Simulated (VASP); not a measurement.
Runs of VASP 6.6.1 on TePb. The structure is that of space group Fm-3m (No. 225), or close to it. The cells are those of the table. 

| task | cell | ions in elastic constants | gap on the mesh (eV) | pressure (GPa) |
| --- | --- | --- | --- | --- |
| single point | a = 4.558, b = 4.558, c = 4.522 Å, angles 59.7, 59.7, 90.0°, 2 atoms | - | 0.57 | (b) |
| single point | a = 4.603, b = 4.603, c = 4.555 Å, angles 59.6, 59.6, 90.0°, 2 atoms | - | (a) | -1.6 |
| single point | a = 4.535, b = 4.535, c = 4.523 Å, angles 59.9, 59.9, 90.0°, 2 atoms | - | 0.57 | -0.4 |
| single point | a = 4.558, b = 4.558, c = 4.533 Å, angles 59.8, 59.8, 90.0°, 2 atoms | - | 0.59 | -0.8 |

Alike in all rows: level LDA; potentials or basis VASP PAW LDA potentials, release 64 (Te, Pb_d); no spin polarisation; k mesh 6 × 6 × 6; cutoff (eV) 500; smearing gaussian 0.01 eV.

Task: Estimate the missing entries.

Result: (a) 0.61; (b) -0.6.

Caveats: spin-orbit coupling is left out, which moves the levels of the heavy elements.

A k mesh can miss the band edges, and the runs leave out spin-orbit coupling on Pb, Te.
